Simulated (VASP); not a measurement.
The system is BaTiO3.

```xyz
5
Lattice="2.8277 1.6326 2.3177 -2.8277 1.6326 2.3177 0.0000 -3.2651 2.3177" Properties=species:S:1:pos:R:3 pbc="T T T"
Ba   -2.7004    1.6624    2.3728
Ti   -0.0605   -0.0667    3.6407
O    -0.0308   -1.5655    4.5301
O    -1.4487    0.8432    4.4791
O     1.4127    0.7592    4.5299
```

Base run:

* Program: VASP 6.6.1
* Functional: PBE
* Potentials or basis: VASP PAW PBE potentials, release 64 (Ba_sv, Ti_sv, O)
* Cutoff: 520 eV
* k mesh: 7 × 7 × 7
* Occupations: fermi-dirac, width 0.05 eV
* Spin: no spin polarisation
* Hubbard terms: Ti d U = 1.0 eV

Its results: band gap on the k mesh 2.85 eV (least direct gap 3.40 eV); pressure 12.3 GPa; largest force 2.602 eV/Å.

Question: The run is repeated on the same cell with these changes: hubbard terms from Ti d U = 1.0 eV to Ti d U = 8.0 eV. What comes out?

Answer: Band gap on the k mesh 3.68 eV (least direct gap 4.18 eV); pressure 19.4 GPa; largest force 4.824 eV/Å.

Caveats: spin-orbit coupling is left out, which moves the levels of the heavy elements; forces of over 1 eV/Å act on the atoms, so gaps and moduli don't describe the material at rest; the cell stands under pressure (at least some runs); the stress differs along the axes, from 17 to 23 GPa (at least some runs).

A k mesh can miss the band edges.
